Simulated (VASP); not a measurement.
**TiCo: single point with PBE**

Crystal: TiCo.

```
CELL_PARAMETERS angstrom
2.98611 0.00000 0.00000
0.00000 2.98611 0.00000
0.00000 0.00000 5.97222
ATOMIC_POSITIONS crystal
Ti 0.00000 0.00000 0.00000
Ti 0.00000 0.00000 0.50000
Co 0.50000 0.50000 0.25000
Co 0.50000 0.50000 0.75000
```

```yaml
Program: VASP 6.6.1
Task: single point
Functional: PBE
Potentials_or_basis: VASP PAW PBE potentials, release 64 (Ti_sv, Co)
Cutoff: 520 eV
k_mesh: 12 × 12 × 6
Occupations: fermi-dirac, width 0.03 eV
Spin: no spin polarisation
```

```
Pressure               : -2.9 GPa
Band gap on the k mesh : zero (bands 21 and 22 overlap by 1.27 eV)
```

Levels at points of the mesh, in eV from the Fermi level:
```
           k point  band 19  band 20  band 21  band 22  band 23  band 24
(0.00, 0.00, 0.00)    -1.46    -1.04    -0.80     0.10     0.62     0.62
(0.50, 0.00, 0.00)    -0.80    -0.60    -0.16     0.10     0.62     0.62
(0.50, 0.50, 0.00)    -0.60    -0.57    -0.57    -0.16     0.63     0.63
(0.00, 0.00, 0.50)    -1.27    -1.27     0.16     0.16     0.84     0.84
(0.50, 0.00, 0.50)    -1.26    -1.26    -0.24    -0.24     0.43     0.43
(0.50, 0.50, 0.50)    -1.04    -1.04    -0.59    -0.59    -0.21    -0.21
```

Wall time 3.2 min on 1 thread of Oxide Virtual Turin-like Processor, on a shared host, peak memory 0.25 GiB.

Caveat: the run has no spin polarisation, though such a crystal can be magnetic. Spin polarisation is off, so any magnetic state and its effect on volume and gap are missing.
